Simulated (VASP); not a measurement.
# Sn4SeS3 (Cm) in VASP: single point with PBE

Aim: the single point of Sn4SeS3 with PBE.

All numbers are computed with VASP 6.6.1; they aren't measurements. Logs are shortened: lines on timing, memory, paths and dates and some standing lists are left out, and cuts for length are marked.

### 1 The cell of the first run

The structure is monoclinic, space group Cm (No. 8). The conventional cell has a = 24.037 Å, b = 4.120 Å, c = 4.339 Å, α = 90.00°, β = 99.65°, γ = 90.00°. Sn (site symmetry m) has 1 S at 2.62 Å and 4 Se at 2.89 to 3.11 Å within 3.5 Å. Sn (site symmetry m) has 4 S at 2.73 to 3.32 Å and 1 Se at 2.76 Å and 2 Sn at 3.61 to 3.67 Å within 3.7 Å. Sn (site symmetry m) has 5 S at 2.61 to 3.32 Å within 3.4 Å. Within 3.5 Å of Sn (site symmetry m) lie 5 S at 2.62 to 3.31 Å. Within 3.9 Å of Se (site symmetry m) lie 6 Sn at 2.76 to 3.71 Å and 4 S at 3.83 to 3.85 Å. S (site symmetry m) has 5 Sn at 2.62 to 3.32 Å within 3.5 Å. S (site symmetry m) has 5 Sn at 2.62 to 3.32 Å within 3.5 Å. Within 3.4 Å of S (site symmetry m) lie 5 Sn at 2.61 to 3.31 Å.

### 2 Single point, PBE

INCAR

```
ALGO = Normal
EDIFF = 1E-6
ENCUT = 520
GGA = PE
ISIF = 2
ISMEAR = 0
KPAR = 4
LASPH = T
LCHARG = T
LREAL = F
LVHAR = T
LWAVE = F
NBANDS = 50
NELM = 60
PREC = Accurate
SIGMA = 0.02
```

KPOINTS

```
k-points
0
Gamma
  8 8 6
```

POSCAR

```
Sn4SeS3
1.0
   12.0183825000     -2.0598939000      0.0000000000
   12.0183825000      2.0598939000      0.0000000000
   -0.7272521000      0.0000000000      4.2777435000
Sn Se S
4 1 3
Direct
    0.9425500000      0.9425500000      0.8241070000
    0.5666140000      0.5666140000      0.3847410000
    0.6899820000      0.6899820000      0.0104500000
    0.3118560000      0.3118560000      0.6247980000
    0.4512530000      0.4512530000      0.3666510000
    0.0528840000      0.0528840000      0.9664980000
    0.2026030000      0.2026030000      0.6176180000
    0.7989220000      0.7989220000      0.2051360000
```

Potentials or basis: VASP PAW PBE potentials, release 64 (Sn_d, Se, S).

The run is started by

```
$ cat potpaw_PBE.64/Sn_d/POTCAR potpaw_PBE.64/Se/POTCAR potpaw_PBE.64/S/POTCAR > POTCAR
$ mpirun -np 4 vasp_std > vasp.out
```

OUTCAR:

```text
EDIFF = 1E-6
   ENCUT = 520
   GGA = PE
   ISIF = 2
   ISMEAR = 0
   LASPH = T
   LREAL = F
   NELM = 60
   PREC = Accurate

 ion  position               nearest neighbor table
   1  0.943  0.943  0.824-   6 2.62   5 2.89   5 2.89   5 3.11   5 3.11   4 3.73   4 3.73
   2  0.567  0.567  0.385-   6 2.73   6 2.73   5 2.76   3 3.61   3 3.67
   3  0.690  0.690  0.010-   8 2.61   7 2.72   7 2.72   2 3.61   2 3.67
   4  0.312  0.312  0.625-   7 2.62   8 2.73   8 2.73   1 3.73   1 3.73
   5  0.451  0.451  0.367-   2 2.76   1 2.89   1 2.89   1 3.11   1 3.11
   6  0.053  0.053  0.966-   1 2.62   2 2.73   2 2.73
   7  0.203  0.203  0.618-   4 2.62   3 2.72   3 2.72
   8  0.799  0.799  0.205-   3 2.61   4 2.73   4 2.73

  LATTYP: Found a base centered monoclinic cell.
 ALAT       =    24.0367650000
 B/A-ratio  =     0.1713952689
 C/A-ratio  =     0.1805202412
 COS(beta)  =    -0.1676034914

  Lattice vectors:

 A1 = (  12.0183825000,  -2.0598939000,   0.0000000000)
 A2 = (  12.0183825000,   2.0598939000,   0.0000000000)
 A3 = (  -0.7272521000,   0.0000000000,   4.2777435000)

Analysis of symmetry for initial positions (statically):
=====================================================================
 Subroutine PRICEL returns:
 Original cell was already a primitive cell.

 Routine SETGRP: Setting up the symmetry group for a
 base centered monoclinic supercell.

 Subroutine GETGRP returns: Found  2 space group operations
 (whereof  2 operations were pure point group operations)
 out of a pool of  4 trial point group operations.

The static configuration has the point symmetry C_1h.

Analysis of symmetry for dynamics (positions and initial velocities):
=====================================================================
 Subroutine PRICEL returns:
 Original cell was already a primitive cell.

 Routine SETGRP: Setting up the symmetry group for a
 base centered monoclinic supercell.

 Subroutine GETGRP returns: Found  2 space group operations
 (whereof  2 operations were pure point group operations)
 out of a pool of  4 trial point group operations.

The dynamic configuration has the point symmetry C_1h.

 Subroutine INISYM returns: Found  2 space group operations
 (whereof  2 operations are pure point group operations),
 and found     1 'primitive' translations

----------------------------------------------------------------------------------------

                                     Primitive cell

  volume of cell :     211.8047

  direct lattice vectors                    reciprocal lattice vectors
    12.018382500 -2.059893900  0.000000000     0.041602936 -0.242730948  0.007072846
    12.018382500  2.059893900  0.000000000     0.041602936  0.242730948  0.007072846
    -0.727252100  0.000000000  4.277743500     0.000000000  0.000000000  0.233768107

  length of vectors
    12.193632797 12.193632797  4.339122615     0.246371960  0.246371960  0.233768107

  position of ions in fractional coordinates (direct lattice)
     0.942550000  0.942550000  0.824107000
     0.566614000  0.566614000  0.384741000
     0.689982000  0.689982000  0.010450000
     0.311856000  0.311856000  0.624798000
     0.451253000  0.451253000  0.366651000
     0.052884000  0.052884000  0.966498000
     0.202603000  0.202603000  0.617618000
     0.798922000  0.798922000  0.205136000

  ion indices of the primitive-cell ions
   primitive index   ion index
                 1           1
                 2           2
                 3           3
                 4           4
                 5           5
                 6           6
                 7           7
                 8           8

----------------------------------------------------------------------------------------

 KPOINTS: k-points

Automatic generation of k-mesh.
 Grid dimensions read from file:
 generate k-points for:    8    8    6

 Generating k-lattice:

  Cartesian coordinates                     Fractional coordinates (reciprocal lattice)
     0.005200367 -0.030341369  0.000884106     0.125000000 -0.000000000  0.000000000
     0.005200367  0.030341369  0.000884106    -0.000000000  0.125000000  0.000000000
     0.000000000  0.000000000  0.038961351     0.000000000  0.000000000  0.166666667

  Length of vectors
     0.030796495  0.030796495  0.038961351

  Shift w.r.t. Gamma in fractional coordinates (k-lattice)
     0.000000000  0.000000000  0.000000000

 Subroutine IBZKPT returns following result:
 ===========================================

 Found    114 irreducible k-points:

 Following reciprocal coordinates:
            Coordinates               Weight
  0.000000  0.000000  0.000000      1.000000
  0.125000  0.000000  0.000000      4.000000
  0.250000  0.000000  0.000000      4.000000
  0.375000  0.000000  0.000000      4.000000
  0.500000  0.000000  0.000000      2.000000
  0.125000  0.125000  0.000000      2.000000
[... 16 lines left out ...]
  0.125000  0.000000  0.166667      4.000000
  0.250000  0.000000  0.166667      4.000000
 [... further k-points ...]
   k-points           NKPTS =    114   k-points in BZ     NKDIM =    114   number of bands    NBANDS=     50
   number of dos      NEDOS =    301   number of ions     NIONS =      8
   total plane-waves  NPLWV = 294912
   dimension x,y,z NGX =    96 NGY =   96 NGZ =   32
   dimension x,y,z NGXF=   192 NGYF=  192 NGZF=   64
   ions per type =               4   1   3
   NGX,Y,Z   is equivalent  to a cutoff of  13.09, 13.09, 12.26 a.u.
   NGXF,Y,Z  is equivalent  to a cutoff of  26.18, 26.18, 24.52 a.u.
 SYSTEM =  unknown system
   PREC   = accura    normal or accurate (medium, high low for compatibility)
   ISTART =      0    job   : 0-new  1-cont  2-samecut
   ICHARG =      2    charge: 1-file 2-atom 10-const
   ISPIN  =      1    spin polarized calculation?
   LNONCOLLINEAR =      F non collinear calculations
   LSORBIT =      F    spin-orbit coupling
   LASPH  =      T    aspherical Exc in radial PAW
   ENCUT  =  520.0 eV  38.22 Ry    6.18 a.u.  22.67 22.67  8.07*2*pi/ulx,y,z
   NELM   =     60;   NELMIN=  2; NELMDL= -5     # of ELM steps
   EDIFF  = 0.1E-05   stopping-criterion for ELM
   LREAL  =      F    real-space projection
   EDIFFG = 0.1E-04   stopping-criterion for IOM
   NSW    =      0    number of steps for IOM
   IBRION =     -1    ionic relax: 0-MD 1-quasi-New 2-CG
   NFREE  =      0    steps in history (QN), initial steepest desc. (CG)
   ISIF   =      2    stress and relaxation
   ISYM   =      2    0-nonsym 1-usesym 2-fastsym
   POTIM  = 0.5000    time-step for ionic-motion
   TEBEG  =    0.0;   TEEND  =   0.0 temperature during run
   PSTRESS=    0.0 pullay stress
   NELECT =      80.0000    total number of electrons
   NUPDOWN=      -1.0000    fix difference up-down
   EMIN   =  10.00;   EMAX   =-10.00  energy-range for DOS
   EFERMI =   0.00;   METHOD = LEGACY
   ISMEAR =     0;   SIGMA  =   0.02  broadening in eV -4-tet -1-fermi 0-gaus
   EFERMI_NEDOS =   21; number of points for ismear=-14 and -15
   IALGO  =     38    algorithm
   IMIX   =      4    mixing-type and parameters
     AMIX     =   0.40;   BMIX     =  1.00
     AMIX_MAG =   1.60;   BMIX_MAG =  1.00
  volume/ion in A,a.u.               =      26.48       178.67
  Fermi-wavevector in a.u.,A,eV,Ry     =   1.183386  2.236275 19.053620  1.400402
  Thomas-Fermi vector in A             =   2.319621
   LORBIT       =      0    0 simple, 1 ext, 2 COOP (PROOUT), +10 PAW based schemes
   GGA     = PE    functional components
   LHFCALC =     F    Hartree Fock is set to
   AEXX    =    0.0000 exact exchange contribution
   IVDW    =     0    specifies the selected vdW correction
   LEPSILON=     F    determine dielectric tensor
   LRPA    =     F    only Hartree local field effects (RPA)
 non-spin polarized calculation
 Gauss-broadening in eV      SIGMA  =   0.02
  energy-cutoff  :      520.00
  volume of cell :      211.80
 maximum number of plane-waves:      5738
 NGX is ok and might be reduce to    96
   NGX = 45   NGY = 45   NGZ = 17

 number of electron      79.9999997 magnetization

 Free energy of the ion-electron system (eV)
  ---------------------------------------------------
  ext. energy  EPLUGINS =         0.00000000
  ---------------------------------------------------
  free energy    TOTEN  =       -34.70494465 eV

  energy without entropy =      -34.70494465  energy(sigma->0) =      -34.70494465

 E-fermi :   5.4802     XC(G=0):  -9.4814

 val. band max:        5.3278256174   @ k =   0.0000   0.0000   0.5000
 cond. band min:       5.9464960528   @ k =   0.0000   0.0000   0.0000
 fundamental gap:      0.6186704354
 Fermi energy:         5.4801904484

 k-point     1 :       0.0000    0.0000    0.0000
  band No.  band energies     occupation
      1     -16.0179      2.00000
      2     -16.0056      2.00000
      3     -16.0024      2.00000
      4     -15.9999      2.00000
      5     -15.9912      2.00000
      6     -15.9867      2.00000
[... 42 lines left out ...]
     49       9.9413      0.00000
     50      10.5772      0.00000

 k-point     2 :       0.1250    0.0000    0.0000
  band No.  band energies     occupation
      1     -16.0156      2.00000
      2     -16.0072      2.00000
      3     -16.0002      2.00000
      4     -15.9979      2.00000
      5     -15.9934      2.00000
      6     -15.9878      2.00000
[... 42 lines left out ...]
     49      10.1703      0.00000
     50      10.2729      0.00000

 k-point     3 :       0.2500    0.0000    0.0000
  band No.  band energies     occupation
      1     -16.0137      2.00000
      2     -16.0076      2.00000
      3     -15.9997      2.00000
      4     -15.9949      2.00000
      5     -15.9925      2.00000
      6     -15.9901      2.00000
[... 1102 lines left out ...]
     49       9.4113      0.00000
     50      10.0329      0.00000

 k-point    24 :       0.2500    0.0000    0.1667
  band No.  band energies     occupation
      1     -16.0154      2.00000
      2     -16.0071      2.00000
      3     -16.0008      2.00000
      4     -15.9960      2.00000
      5     -15.9913      2.00000
      6     -15.9897      2.00000
[... 42 lines left out ...]
     49       9.6550      0.00000
     50      10.0982      0.00000

 [... further k-points ...]

------------------------ aborting loop because EDIFF is reached ----------------------------------------

  FORCE on cell =-STRESS in cart. coord.  units (eV):
  Direction    XX          YY          ZZ          XY          YZ          ZX
  --------------------------------------------------------------------------------------
  -------------------------------------------------------------------------------------
  Total       -0.0482788     -0.0294899     -0.0296221      0.0000000      0.0000000     -0.0126773
  in kB       -0.3652002     -0.2230739     -0.2240734      0.0000000      0.0000000     -0.0958963
  external PRESSURE =      -0.2707825 kB  Pullay stress =       0.0000000 kB

 VOLUME and BASIS-vectors are now :
 -----------------------------------------------------------------------------
  energy-cutoff  :      520.00
  volume of cell :      211.80
      direct lattice vectors                 reciprocal lattice vectors
    12.018382500 -2.059893900  0.000000000     0.041602936 -0.242730948  0.007072846
    12.018382500  2.059893900  0.000000000     0.041602936  0.242730948  0.007072846
    -0.727252100  0.000000000  4.277743500     0.000000000  0.000000000  0.233768107

 POSITION                                       TOTAL-FORCE (eV/Angst)
 -----------------------------------------------------------------------------------
     22.05652      0.00000      3.52532        -0.003049      0.000000      0.007930
     13.33976      0.00000      1.64582         0.004675      0.000000      0.002559
     16.57734      0.00000      0.04470        -0.000443      0.000000      0.003060
      7.04162      0.00000      2.67273        -0.000445      0.000000      0.003099
     10.58001      0.00000      1.56844        -0.005779      0.000000     -0.006664
      0.56827      0.00000      4.13443         0.003140      0.000000     -0.003777
      4.42076      0.00000      2.64201        -0.002876      0.000000     -0.003075
     19.05431      0.00000      0.87752         0.004778      0.000000     -0.003133
 -----------------------------------------------------------------------------------
    total drift:                               -0.000994     -0.000000      0.001779

  FREE ENERGIE OF THE ION-ELECTRON SYSTEM (eV)
  ---------------------------------------------------
  free  energy   TOTEN  =       -34.7049446468 eV

  energy  without entropy=      -34.7049446468  energy(sigma->0) =      -34.70494465
```

Wall time 25 min (4 MPI ranks of Oxide Virtual Turin-like, shared host); peak memory 1.3 GiB.

What came out:

| Quantity | Value |
| --- | --- |
| Free energy | -34.7049 eV |
| Pressure | 0.0 GPa |
| Largest force | 0.009 eV/Å |
| Band gap on the k mesh | 0.62 eV (least direct gap 1.03 eV) |

Forces in eV/Å, atoms in the order of the input:
```
Sn  -0.003  0.000  0.008
Sn   0.005  0.000  0.003
Sn   0.000  0.000  0.003
Sn   0.000  0.000  0.003
Se  -0.006  0.000 -0.007
S    0.003  0.000 -0.004
S   -0.003  0.000 -0.003
S    0.005  0.000 -0.003
```

Caveat: semilocal functionals underestimate gaps, and a narrow one can read as zero; spin-orbit coupling is left out, which moves the levels of the heavy elements. A k mesh can miss the band edges.
